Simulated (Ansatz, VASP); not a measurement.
# CaOsC4N4 in VASP and in Ansatz

```xyz
10
Lattice="6.3021 0.0000 0.0000 0.0000 6.3021 0.0000 0.0000 0.0000 6.3021" Properties=species:S:1:pos:R:3 pbc="T T T"
Ca    3.1510    3.1510    3.1510
Os    0.0000    0.0000    0.0000
C     1.1232    1.1232    1.1232
C     1.1232    5.1789    5.1789
C     5.1789    1.1232    5.1789
C     5.1789    5.1789    1.1232
N     1.8057    1.8057    1.8057
N     1.8057    4.4964    4.4964
N     4.4964    1.8057    4.4964
N     4.4964    4.4964    1.8057
```

Alike in both runs: functional PBE; k mesh 4 × 4 × 4; occupations gaussian, width 0.1 eV; collinear spin.

Ansatz relaxed the structure, and its values are those at the end. VASP's run is a single point on that final structure, the one shown.

|  | VASP | Ansatz |
| --- | --- | --- |
| version | VASP 6.6.1 | Ansatz 0.2.0 |
| potentials or method | VASP PAW PBE potentials, release 64 (Ca_sv, Os, C, N), cutoff 520 eV | scalar-relativistic, plane waves, PAW |
| valence electrons in the cell | 54 | 62 |

```tsv
	VASP	Ansatz	Ansatz less VASP
gap on the k mesh at the Fermi level (eV)	none	none	-
pressure (GPa)	0.8	0.3	-0.50
rms of the force components (eV/Å)	0.112	0.011	-0.1014
net moment per atom (μB)	0.20	0.20	0.000
size of the moment on the site where the two differ most (μB)	0.88	0.42	-0.452
```

Site moments also hang on the region over which each program counts them. A gap of «none» marks a metal or a gap that the smearing closes. VASP's potentials hold 54 valence electrons a cell and Ansatz's 62, so a difference there can come from the potentials and not from the codes.

Neither program's run includes spin-orbit coupling. Noted on VASP's run: the standard files for N, O and F lose accuracy on very short bonds.
